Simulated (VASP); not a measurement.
Input of a VASP 6.6.1 run:

The input INCAR:

```
ALGO = Normal
EDIFF = 1E-7
ENCUT = 520
GGA = PE
ISIF = 2
ISMEAR = 0
IVDW = 12
LASPH = True
LCHARG = False
LREAL = False
LWAVE = False
NBANDS = 17
NELM = 100
PREC = Accurate
SIGMA = 0.05
```

File KPOINTS:

```
k-points
0
Gamma
  10 10 10
```

File POSCAR:

```
SnSe
1.0
    0.0000000000      3.0336003723      3.0784319049
    3.0336003723      0.0000000000      3.0784319049
    3.0336003723      3.0336003723      0.0000000000
Sn Se
1 1
Direct
    0.0000000000      0.0000000000      0.0000000000
    0.5000000000      0.5000000000      0.5000000000
```

Potentials or basis: VASP PAW PBE potentials, release 64 (Sn_d, Se).

Command:

```console
$ cat potpaw_PBE.64/Sn_d/POTCAR potpaw_PBE.64/Se/POTCAR > POTCAR
$ mpirun -np 1 vasp_std > vasp.out
```

**Question.** Predict the dispersion energy per atom.

**Answer.** -0.340 eV.

**Question.** What does it give for the band gap on the k mesh?

**Answer.** 0.43 eV.

Stress tensor (GPa, compression positive):
```
-2.25  0.00  0.00
 0.00 -2.25  0.00
 0.00  0.00 -3.72
```

Caveat: the cell differs from its parent crystal (strain +0.015 along x and y, +0.030 along z); semilocal functionals underestimate gaps, and a narrow one can read as zero; spin-orbit coupling is left out, which moves the levels of the heavy elements. A k mesh can miss the band edges.
